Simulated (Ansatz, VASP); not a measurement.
## One calculation of B, two programs

```
B
1.0
     1.74721    0.00000    0.00000
    -0.87360    1.51313    0.00000
     0.00000    0.00000   21.59800
B
4
Direct
  0.00000 0.00000 0.00000
  0.00000 0.00000 0.50000
  0.33333 0.66667 0.25000
  0.66667 0.33333 0.75000
```

Alike in both runs: task single point; functional RPBE; k mesh 23 × 23 × 2; occupations fermi-dirac, width 0.1 eV; no spin polarisation.

|  | VASP | Ansatz |
| --- | --- | --- |
| version | VASP 6.6.1 | Ansatz 0.2.0 |
| potentials or method | VASP PAW PBE potentials, release 64 (B), cutoff 520 eV | plane waves (420 eV) with PAW, scalar-relativistic |
| valence electrons in the cell | 12 | 12 |

Ansatz gave:

| Property | Result |
| --- | --- |
| pressure (GPa) | -5.4 |
| traceless stress, the component that is largest in VASP (GPa) | 5.37 |

Question: What did VASP give for the same quantities?

Answer: Pressure (GPa): -5.5; traceless stress, the component that is largest in VASP (GPa): 5.42.

VASP's potentials were made for PBE, not for RPBE.
